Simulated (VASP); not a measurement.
## Ti: single point with PBEsol

The system is Ti.

```
Ti
1.0
     2.84149    0.00000    0.00000
    -1.42075    2.46080    0.00000
     0.00000    0.00000    4.50475
Ti
2
Direct
  0.33333 0.66667 0.25000
  0.66667 0.33333 0.75000
```

```yaml
Program: VASP 6.6.1
Task: single point
Functional: PBEsol
Potentials_or_basis: VASP PAW PBE potentials, release 64 (Ti_sv)
Cutoff: 520 eV
k_mesh: 18 × 18 × 10
Occupations: gaussian, width 0.1 eV
Spin: no spin polarisation
Dipole_correction: no
Further_INCAR_settings: ALGO = Fast; EDIFF = 1e-06; NBANDS = 19
```

```yaml
Pressure: 7.4 GPa
Band_gap_on_the_k_mesh: zero (band 12 reaches 10.14 eV, above the bottom of band 13 at 8.97 eV)
```

Levels at points of the mesh, in eV from the Fermi level:
```tsv
k point	band 8	band 9	band 10	band 11	band 12	band 13	band 14	band 15	band 16	band 17
(0.00, 0.00, 0.00)	-32.29	-6.43	-2.95	0.81	0.81	0.95	1.07	1.39	1.39	1.79
(0.50, 0.00, 0.00)	-32.38	-2.48	-2.48	-2.13	-0.50	0.48	0.71	1.32	3.79	4.04
(0.00, 0.00, 0.50)	-32.35	-4.44	-4.44	0.08	0.08	0.71	0.71	0.71	0.71	3.15
(0.50, 0.00, 0.50)	-32.50	-2.83	-2.83	-0.95	-0.95	1.62	1.62	1.91	1.91	3.94
```

Wall time 2.4 min on 1 thread of Intel(R) Xeon(R) 6975P-C (Granite Rapids) (shared host), peak memory 0.23 GiB.

Caveat: the PAW data sets were made with another functional, which shifts forces and pressure a little.
